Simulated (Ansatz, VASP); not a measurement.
HfB2: VASP beside Ansatz

File INCAR:

```
PREC = Accurate
ENCUT = 520
EDIFF = 1E-6
ISMEAR = -1
SIGMA = 0.05
LREAL = F
LASPH = T
NELM = 100
ALGO = Normal
ISIF = 2
LWAVE = F
LCHARG = F
GGA = CA
NBANDS = 15
```

The input KPOINTS:

```
regular mesh
0
Gamma
  10 10 8
```

POSCAR

```
HfB2
1.0
    3.1813205280      0.0000000000      0.0000000000
   -1.5906602640      2.7551043948      0.0000000000
    0.0000000000      0.0000000000      3.5257947253
Hf B
1 2
Direct
    0.0000000000      0.0000000000      0.0000000000
    0.6666666667      0.3333333333      0.5000000000
    0.3333333333      0.6666666667      0.5000000000
```

Contents of input.yaml:

```yaml
crystal:
  lattice:
    - [3.181320528, 0.0, 0.0]
    - [-1.590660264, 2.7551043948, 0.0]
    - [0.0, 0.0, 3.5257947253]
  atoms:
    - { symbol: Hf, position: [0.0, 0.0, 0.0] }
    - { symbol: B, position: [0.6666666667, 0.3333333333, 0.5] }
    - { symbol: B, position: [0.3333333333, 0.6666666667, 0.5] }
hamiltonian:
  xc: lda
  pseudopotentials: { kind: paw }
kpoints:
  mp_grid: { grid: [10, 10, 8] }
scf:
  occupations: { method: fermi_dirac, width: 0.05 }
output:
  forces: true
  stress: true
  eigenvalues: true
```

Alike in both runs: task single point; functional LDA; k mesh 10 × 10 × 8; occupations fermi-dirac, width 0.05 eV; no spin polarisation.

```csv
,VASP,Ansatz
version,VASP 6.6.1,Ansatz 0.2.0
potentials or method,"VASP PAW LDA potentials, release 64 (Hf_pv, B)",Ansatz PAW
plane-wave cutoff (eV),520,420
valence electrons in the cell,16,32
```

```tsv
	VASP	Ansatz	Ansatz less VASP
gap on the k mesh at the Fermi level (eV)	none	none	-
pressure (GPa)	-18.4	-18.7	-0.28
traceless stress, the component that is largest in VASP (GPa)	0.92	0.77	-0.144
```

LDA's correlation is that of Perdew and Zunger in VASP and of Perdew and Wang (1992) in Ansatz. A gap of «none» marks a metal or a gap that the smearing closes. VASP's potentials hold 16 valence electrons a cell and Ansatz's 32, so a difference there can come from the potentials and not from the codes.

Spin-orbit coupling is off throughout.
